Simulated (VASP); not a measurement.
AlN:

```
CELL_PARAMETERS angstrom
0.00000 2.03452 2.03452
2.03452 0.00000 2.03452
2.03452 2.03452 0.00000
ATOMIC_POSITIONS crystal
Al 0.50000 0.50000 0.50000
N 0.00000 0.00000 0.00000
```

| Quantity | Value |
| --- | --- |
| Program | VASP 6.6.1 |
| Task | relaxation of cell and atoms |
| Functional | PBEsol |
| Potentials or basis | VASP PAW PBE potentials, release 64 (Al, N) |
| Cutoff | 600 eV |
| k mesh | 10 × 10 × 10 |
| Occupations | gaussian, width 0.02 eV |
| Spin | no spin polarisation |

At the start: pressure -4.7 GPa; volume 8.42 Å³/atom.

Problem. How do energy, volume and symmetry change on relaxing?

Solution. Over 3 steps the energy falls by 2.3 meV/atom and the volume is 8.27 Å³/atom (-1.8 %); space group Fm-3m (No. 225, to 0.05 Å).

Step by step:
```csv
step,energy change (eV),largest force (eV/Å),pressure (GPa),volume (Å³)
1,0.0000,0.0000,-4.72,16.84
2,-0.0004,0.0000,4.78,16.25
3,-0.0047,0.0000,-0.01,16.53
```

Final structure:
```
Al N
1.0
     0.00000    2.02196    2.02196
     2.02196    0.00000    2.02196
     2.02196    2.02196    0.00000
Al N
1 1
Direct
  0.50000 0.50000 0.50000
  0.00000 0.00000 0.00000
```

Caveat: the PAW data sets were made with another functional, which shifts forces and pressure a little.
